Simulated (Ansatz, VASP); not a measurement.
**One calculation of BaTa3O2, two programs**

```
CELL_PARAMETERS angstrom
5.64384 0.00000 0.00000
-2.82192 4.88771 0.00000
0.00000 0.00000 3.64288
ATOMIC_POSITIONS crystal
Ba 0.00000 0.00000 0.00000
Ta 0.50000 0.00000 0.50000
Ta 0.50000 0.50000 0.50000
Ta 0.00000 0.50000 0.50000
O 0.33333 0.66667 0.00000
O 0.66667 0.33333 0.00000
```

Change from the starting cell: species swapped into the DySi2Rh3 type (P6/mmm, No. 191).

Alike in both runs: task single point; functional PBE; k mesh 6 × 6 × 6; occupations gaussian, width 0.1 eV; no spin polarisation.

```csv
,VASP,Ansatz
version,VASP 6.6.1,Ansatz 0.2.0
potentials or method,"VASP PAW PBE potentials, release 64 (Ba_sv, Ta_pv, O), cutoff 520 eV","scalar-relativistic, plane waves, PAW"
valence electrons in the cell,55,61
```

|  | VASP | Ansatz | Ansatz less VASP |
| --- | --- | --- | --- |
| gap on the k mesh at the Fermi level (eV) | none | none | - |
| pressure (GPa) | -2.0 | -2.9 | -0.91 |
| traceless stress, the component that is largest in VASP (GPa) | 1.08 | 1.44 | +0.356 |

A gap of «none» marks a metal or a gap that the smearing closes. With one functional, cell and mesh, what is left measures potentials, basis and numerics. VASP's potentials hold 55 valence electrons a cell and Ansatz's 61, so a difference there can come from the potentials and not from the codes.

Spin-orbit coupling is off throughout.
